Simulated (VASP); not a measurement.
# HfC (Fm-3m) in VASP: settings compared, part 2 of 2

VASP 6.6.1.

### Step 5. Single point, r2SCAN

The input, POSCAR:

```
HfC
1.0
    0.0000000000      2.3250000000      2.3250000000
    2.3250000000      0.0000000000      2.3250000000
    2.3250000000      2.3250000000      0.0000000000
Hf C
1 1
Direct
    0.5000000000      0.5000000000      0.5000000000
    0.0000000000      0.0000000000      0.0000000000
```

The input, INCAR.step1:

```
SYSTEM = HfC
  PREC = Accurate
  ENCUT = 520
  ISMEAR = -1
  SIGMA = 0.05
  LREAL = .FALSE.
  LASPH = .TRUE.
  NELM = 80
  NBANDS = 14
  GGA = PE
  ALGO = Normal
  EDIFF = 1E-4
  LWAVE = .TRUE.
  LCHARG = .FALSE.
```

The input, INCAR.step2:

```
SYSTEM = HfC
  PREC = Accurate
  ENCUT = 520
  EDIFF = 1E-7
  ISMEAR = -1
  SIGMA = 0.05
  LREAL = .FALSE.
  LASPH = .TRUE.
  NELM = 80
  ALGO = Normal
  ISIF = 2
  LWAVE = .FALSE.
  LCHARG = .FALSE.
  METAGGA = R2SCAN
  LMIXTAU = .TRUE.
  NBANDS = 14
  ISTART = 1
```

The input, KPOINTS:

```
regular mesh
0
G
  6 6 6
  0 0 0
```

Potentials or basis: VASP PAW PBE potentials, release 64 (Hf_pv, C).

The run is started by

```
$ cat potpaw_PBE.64/Hf_pv/POTCAR potpaw_PBE.64/C/POTCAR > POTCAR
$ cp INCAR.step1 INCAR
$ mpirun -np 1 vasp_std > vasp.out
$ cp INCAR.step2 INCAR
$ mpirun -np 1 vasp_std > vasp.out
```

OUTCAR:

```text
SYSTEM = HfC
   PREC = Accurate
   ENCUT = 520
   EDIFF = 1E-7
   ISMEAR = -1
   LREAL = .FALSE.
   LASPH = .TRUE.
   NELM = 80
   ISIF = 2
   METAGGA = R2SCAN
   ISTART = 1

 ion  position               nearest neighbor table
   1  0.500  0.500  0.500-   2 2.33   2 2.33   2 2.33   2 2.33   2 2.33   2 2.33
   2  0.000  0.000  0.000-   1 2.33   1 2.33   1 2.33   1 2.33   1 2.33   1 2.33

  LATTYP: Found a face centered cubic cell.
 ALAT       =     4.6500000000

  Lattice vectors:

 A1 = (   0.0000000000,   2.3250000000,   2.3250000000)
 A2 = (   2.3250000000,   0.0000000000,   2.3250000000)
 A3 = (   2.3250000000,   2.3250000000,   0.0000000000)

Analysis of symmetry for initial positions (statically):
=====================================================================
 Subroutine PRICEL returns:
 Original cell was already a primitive cell.

 Routine SETGRP: Setting up the symmetry group for a
 face centered cubic supercell.

 Subroutine GETGRP returns: Found 48 space group operations
 (whereof 48 operations were pure point group operations)
 out of a pool of 48 trial point group operations.

[... 164 lines left out ...]
      4      -7.1355      2.00000
      5       6.9056      0.00000
      6       6.9056      0.00000
      7       6.9056      0.00000
      8       7.5278      0.00000
      9       7.5278      0.00000
     10       7.5278      0.00000
     11       9.4354      0.00000
     12       9.4354      0.00000
     13      13.3653      0.00000
     14      17.6607      0.00000
[... 241 lines left out ...]
      1     -25.3649      2.00000
      2     -25.1847      2.00000
      3     -25.1039      2.00000
      4      -4.7221      2.00000
      5       3.0112      2.00000
      6       3.3161      2.00000
      7       3.3856      2.00000
      8       8.0907      0.00000
      9      11.5084      0.00000
     10      12.9712      0.00000
     11      12.9721      0.00000
     12      14.6958      0.00000
     13      18.2635      0.00000
     14      18.6448      0.00000

------------------------ aborting loop because EDIFF is reached ----------------------------------------

  FORCE on cell =-STRESS in cart. coord.  units (eV):
  Direction    XX          YY          ZZ          XY          YZ          ZX
  --------------------------------------------------------------------------------------
  -------------------------------------------------------------------------------------
  Total       -0.3894589     -0.3894589     -0.3894589      0.0000000     -0.0000000      0.0000000
  in kB      -24.8240936    -24.8240936    -24.8240936      0.0000000     -0.0000000      0.0000000
  external PRESSURE =     -24.8240936 kB  Pullay stress =       0.0000000 kB

 VOLUME and BASIS-vectors are now :
 -----------------------------------------------------------------------------
  energy-cutoff  :      520.00
  volume of cell :       25.14
      direct lattice vectors                 reciprocal lattice vectors
     0.000000000  2.325000000  2.325000000    -0.215053763  0.215053763  0.215053763
     2.325000000  0.000000000  2.325000000     0.215053763 -0.215053763  0.215053763
     2.325000000  2.325000000  0.000000000     0.215053763  0.215053763 -0.215053763

 POSITION                                       TOTAL-FORCE (eV/Angst)
 -----------------------------------------------------------------------------------
      2.32500      2.32500      2.32500         0.000000      0.000000      0.000000
      0.00000      0.00000      0.00000         0.000000      0.000000      0.000000
 -----------------------------------------------------------------------------------
    total drift:                                0.000000     -0.000000      0.000000

  FREE ENERGIE OF THE ION-ELECTRON SYSTEM (eV)
  ---------------------------------------------------
  free  energy   TOTEN  =       -57.3302747425 eV

  energy  without entropy=      -57.3250959052  energy(sigma->0) =      -57.32768532
```

OSZICAR.step1:

```text
N       E                     dE             d eps       ncg     rms          rms(c)
DAV:   1     0.246362907104E+02    0.24636E+02   -0.78915E+03   448   0.989E+02
DAV:   2    -0.225607634878E+02   -0.47197E+02   -0.43300E+02   604   0.195E+02
DAV:   3    -0.242084649205E+02   -0.16477E+01   -0.16426E+01   508   0.267E+01
DAV:   4    -0.242161249731E+02   -0.76601E-02   -0.76595E-02   532   0.223E+00
DAV:   5    -0.242161736454E+02   -0.48672E-04   -0.48672E-04   514   0.160E-01    0.569E+01
DAV:   6    -0.211004061645E+02    0.31158E+01   -0.12181E+01   478   0.183E+01    0.411E+01
DAV:   7    -0.210492477692E+02    0.51158E-01   -0.53201E-01   538   0.516E+00    0.249E+01
DAV:   8    -0.210416045293E+02    0.76432E-02   -0.76704E-02   508   0.216E+00    0.646E+00
DAV:   9    -0.210345386206E+02    0.70659E-02   -0.23825E-02   496   0.913E-01    0.207E+00
DAV:  10    -0.210342844186E+02    0.25420E-03   -0.12106E-03   550   0.270E-01    0.948E-02
DAV:  11    -0.210342769813E+02    0.74373E-05   -0.81315E-05   364   0.705E-02
   1 F= -.21034277E+02 E0= -.21032177E+02  d E =-.419970E-02
```

Run time: 28 s. Hardware: 1 thread of Intel Xeon Platinum 8375C at 2.90GHz (Ice Lake), shared host; peak memory 0.14 GiB.

What came out:

```yaml
Free_energy: -57.3303 eV
Pressure: -2.5 GPa
Band_gap_on_the_k_mesh: zero (bands 7 and 8 overlap by 1.43 eV)
```

Caveat: the k points lie up to 0.39 Å⁻¹ apart, too coarse for converged energies and pressures of a metal; the PAW data sets were made with another functional, which shifts forces and pressure a little; spin-orbit coupling is left out, which moves the levels of the heavy elements.

### Step 6. Summary

```tsv
task	level	potentials or basis	cell	k mesh	cutoff (eV)	grid for exact exchange (PRECFOCK)	share of exact exchange	screening parameter	gap on the mesh (eV)	pressure (GPa)
relaxation of cell and atoms	HSE06	VASP PAW PBE potentials, release 64 (Hf_pv, C)	relaxed	5 × 5 × 5	600	Normal	0.25	0.2079 1/Å	none	0.0
single point	LDA	VASP PAW LDA potentials, release 64 (Hf_pv, C)	as given	6 × 6 × 6	520	-	-	-	none	-11.5
single point	revPBE	VASP PAW PBE potentials, release 64 (Hf_pv, C)	as given	6 × 6 × 6	520	-	-	-	none	2.5
single point	r2SCAN	VASP PAW PBE potentials, release 64 (Hf_pv, C)	as given	6 × 6 × 6	520	-	-	-	none	-2.5
```

Alike in all rows: no spin polarisation; smearing fermi-dirac 0.05 eV.

Caveats: all runs use coarse meshes; spin-orbit coupling is left out, which moves the levels of the heavy elements; the PAW data sets were made with another functional, which shifts forces and pressure a little (at least some runs).

Absolute energies hang on the potentials; compare differences alone.
